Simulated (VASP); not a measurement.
Input of a VASP 6.6.1 run:

Contents of INCAR:

```
SYSTEM = Ti3O4
  PREC = Accurate
  ENCUT = 520
  EDIFF = 1E-7
  ISMEAR = 0
  SIGMA = 0.15
  LREAL = .FALSE.
  LASPH = .TRUE.
  NELM = 80
  ALGO = Normal
  ISIF = 2
  LWAVE = .FALSE.
  LCHARG = .FALSE.
  GGA = PS
  NBANDS = 39
```

KPOINTS

```
Automatic mesh
0
G
  8 8 14
  0 0 0
```

POSCAR

```
Ti3O4
1.0
    2.8399958229     -4.0303540220      0.0000000000
    2.8399958229      4.0303540220      0.0000000000
    0.0000000000      0.0000000000      2.9690273773
Ti O
3 4
Direct
    0.0000000000      0.0000000000      0.5000000000
    0.5000000000      0.0000000000      0.0000000000
    0.0000000000      0.5000000000      0.0000000000
    0.7627833111      0.7627833111      0.0000000000
    0.2588765548      0.7411234452      0.5000000000
    0.2372166889      0.2372166889      0.0000000000
    0.7411234452      0.2588765548      0.5000000000
```

Potentials or basis: VASP PAW PBE potentials, release 64 (Ti_sv, O).

Command:

```console
$ cat potpaw_PBE.64/Ti_sv/POTCAR potpaw_PBE.64/O/POTCAR > POTCAR
$ mpirun -np 1 vasp_std > vasp.out
```

Problem. Estimate the largest force.

Solution. 0.411 eV/Å.

Problem. Estimate the pressure.

Solution. 6.9 GPa.

Problem. Predict the band gap on the k mesh.

Solution. Zero (bands 30 and 31 overlap by 1.14 eV).

Stress tensor (GPa, compression positive):
```
9.93 0.00 0.00
0.00 3.25 0.00
0.00 0.00 7.59
```

Caveat: the cell differs from its parent crystal (strain -0.0250 x Voigt [1, 0, 0, 0, 0, 0]); the stress differs along the axes, from 3 to 10 GPa; the PAW data sets were made with another functional, which shifts forces and pressure a little; semilocal functionals often make such compounds metallic where correlation or magnetic order opens a gap, which also shifts bond lengths.
